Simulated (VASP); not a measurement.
Runs of VASP 6.6.1 on CuPt6. The structure is that of space group Pm-3m (No. 221), or close to it. The cells are those of the table. 

```tsv
task	cell	k mesh	cutoff (eV)	gap on the mesh (eV)	pressure (GPa)	relaxed volume (Å³/atom)	largest force (eV/Å)
single point	a = 6.987 Å, 7 atoms	4 × 4 × 4	520	none	0.0	-	(a)
relaxation of cell and atoms	relaxed from a = 5.107 Å, 7 atoms	4 × 4 × 4	600	none	-0.1	48.50	0.01
single point	a = 6.991 Å, 7 atoms	6 × 6 × 6	520	none	0.0	-	0.03
relaxation of cell and atoms	relaxed from a = 6.987 Å, 7 atoms	6 × 6 × 6	600	none	0.0	48.77	-
```

Alike in all rows: level PBE; potentials or basis VASP PAW PBE potentials, release 64 (Cu, Pt); no spin polarisation; smearing gaussian 0.1 eV.

**Question.** Fill in the values left out.

**Answer.** (a) 0.02.

Caveats: spin-orbit coupling is left out, which moves the levels of the heavy elements; the volume moved by over 15 % at a fixed basis, so the end points are rough (some runs).

A k mesh can miss the band edges, and the runs leave out spin-orbit coupling on Pt.

A gap of «none» marks levels without a gap at the run's occupations.
